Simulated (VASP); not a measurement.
# CoSi2: single point with PBEsol

CoSi2:

```
Co Si
1.0
     2.68614    2.68614    0.00000
    -2.68614    2.68614    0.00000
     0.00000    0.00000    5.07345
Co Si
2 4
Direct
  0.00000 0.00000 0.00000
  0.50000 0.50000 0.50000
  0.00000 0.50000 0.75000
  0.50000 0.00000 0.75000
  0.50000 0.00000 0.25000
  0.00000 0.50000 0.25000
```

This cell differs from its parent crystal: uniaxial strain along c: -4.5 %.

```
Program                : VASP 6.6.1
Task                   : single point
Functional             : PBEsol
Potentials or basis    : VASP PAW PBE potentials, release 64 (Co, Si)
Cutoff                 : 520 eV
k mesh                 : 10 × 10 × 8
Occupations            : gaussian, width 0.1 eV
Spin                   : no spin polarisation
Dipole correction      : no
Further INCAR settings : ALGO = Normal; EDIFF = 1e-07; NBANDS = 26
```

```
Pressure               : 5.2 GPa
Band gap on the k mesh : zero (bands 17 and 18 overlap by 2.99 eV)
```

Stress tensor (GPa, compression positive):
```
 2.73  0.00  0.00
 0.00  2.73  0.00
 0.00  0.00 10.26
```

Levels at points of the mesh, in eV from the Fermi level:
| k point | band 13 | band 14 | band 15 | band 16 | band 17 | band 18 | band 19 | band 20 | band 21 | band 22 |
| --- | --- | --- | --- | --- | --- | --- | --- | --- | --- | --- |
| (0.00, 0.00, 0.00) | -1.90 | -1.89 | -1.45 | 1.33 | 1.51 | 2.74 | 3.12 | 3.26 | 3.26 | 3.87 |
| (0.50, 0.00, 0.00) | -1.61 | -1.61 | -0.95 | -0.95 | 0.16 | 0.16 | 2.29 | 2.29 | 4.65 | 4.65 |
| (0.50, 0.50, 0.00) | -2.13 | -2.13 | -1.94 | -1.94 | -1.37 | -1.37 | 1.96 | 1.96 | 3.04 | 3.04 |
| (0.00, 0.00, 0.50) | -0.38 | -0.38 | -0.38 | -0.38 | 0.25 | 0.25 | 1.45 | 1.45 | 3.23 | 3.23 |
| (0.50, 0.00, 0.50) | -1.71 | -1.71 | -0.67 | -0.67 | -0.31 | -0.31 | 2.94 | 2.94 | 3.51 | 3.51 |
| (0.50, 0.50, 0.50) | -2.27 | -2.27 | -1.61 | -1.61 | -0.60 | -0.60 | 4.18 | 4.18 | 4.18 | 4.18 |

Wall time 5.8 min on 1 thread of Intel Xeon 8259CL, on a shared host, peak memory 0.29 GiB.

Caveat: the cell differs from its parent crystal (uniaxial strain along c: -4.5 %); the stress differs along the axes, from 3 to 10 GPa; the PAW data sets were made with another functional, which shifts forces and pressure a little; the run has no spin polarisation, though such a crystal can be magnetic. Spin polarisation is off, so any magnetic state and its effect on volume and gap are missing.
